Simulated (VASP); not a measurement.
The system is CoSi2.

```
Co Si
1.0
     0.00000    2.54551    2.54551
     2.54551    0.00000    2.54551
     2.54551    2.54551    0.00000
Co Si
1 2
Direct
  0.00000 0.00000 0.00000
  0.25000 0.25000 0.25000
  0.75000 0.75000 0.75000
```

Base run:

* Program: VASP 6.6.1
* Functional: PBEsol
* Potentials or basis: VASP PAW PBE potentials, release 64 (Co, Si)
* Cutoff: 520 eV
* k mesh: 14 × 14 × 14
* Occupations: gaussian, width 0.15 eV
* Spin: collinear spin, ferromagnetic start
* Starting moments: [1.925, 0.0, 0.0] μB
* Fixed moment: 1.925 μB

Its results: pressure 48.7 GPa; site moments Co +1.16; Si +0.17 μB.

Problem. The run is repeated on the same cell with these changes: fixed moment from 1.925 μB to 1.1 μB; moments at the start from [1.92, 0.0, 0.0] to [1.1, 0.0, 0.0]. What comes out?

Solution. Pressure 38.6 GPa; site moments Co +0.66; Si +0.09 μB.

Caveats: the cell stands under pressure; the PAW data sets were made with another functional, which shifts forces and pressure a little; the total moment is fixed, so each spin has its own Fermi level.
